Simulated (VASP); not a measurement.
Set up this calculation in VASP 6.6.1, as the native input.

```
Task                   : single point
Functional             : PBE
Potentials or basis    : VASP PAW PBE potentials, release 64 (Al, Ni)
Cutoff                 : 520 eV
k mesh                 : 2 × 2 × 2
Occupations            : gaussian, width 0.1 eV
Spin                   : no spin polarisation
Dipole correction      : no
Further INCAR settings : ALGO = Normal; EDIFF = 1e-07; NBANDS = 24
```

The structure of AlNi3 lies in POSCAR:

```
AlNi3
1.0
    0.0091803197      2.8086990902      2.8014686452
    2.8035150590      0.0061289969      2.8045199680
    2.8105818206      2.8188171747     -0.0009377647
Al Ni
1 3
Direct
    0.5179937806      0.4754529908      0.4812022906
    0.2347094222      0.2129657574      0.2359009799
    0.0527018359     -0.0376585175      0.0301498793
    0.7728995969      0.7206613382      0.8016672262
```

These files were run (other wordings do the same):

INCAR

```
PREC     = Accurate       # precision mode
ENCUT    = 520            # plane-wave cutoff, eV
EDIFF    = 1E-7           # SCF threshold, eV
ISMEAR   = 0              # smearing method
SIGMA    = 0.1            # smearing width, eV
LREAL    = F              # projectors in reciprocal space
LASPH    = T              # aspherical terms in the spheres
NELM     = 80             # most SCF steps
ALGO     = Normal         # electronic algorithm
ISIF     = 2              # what is computed and relaxed
LWAVE    = F              # write WAVECAR
LCHARG   = T              # write CHGCAR
GGA      = PE             # functional
LELF     = T              # ELF
LVHAR    = T            
NBANDS   = 24             # bands
```

KPOINTS

```
regular mesh
0
Gamma
  2 2 2
```

Potentials or basis: VASP PAW PBE potentials, release 64 (Al, Ni).

The run is started by

```console
$ cat potpaw_PBE.64/Al/POTCAR potpaw_PBE.64/Ni/POTCAR > POTCAR
$ mpirun -np 1 vasp_std > vasp.out
```

Results of the run:

The pressure is 15.8 GPa. The largest force is 3.233 eV/Å and the band gap on the k mesh is zero (an odd number of electrons rules out a gap without spin polarisation).

Caveat: the k points lie up to 0.97 Å⁻¹ apart, too coarse for converged energies and pressures of a metal; forces of over 1 eV/Å act on the atoms, so gaps and moduli don't describe the material at rest.

Run time: 23 s on 1 thread of Intel Xeon 8259CL, on a shared host, peak memory 0.17 GiB.
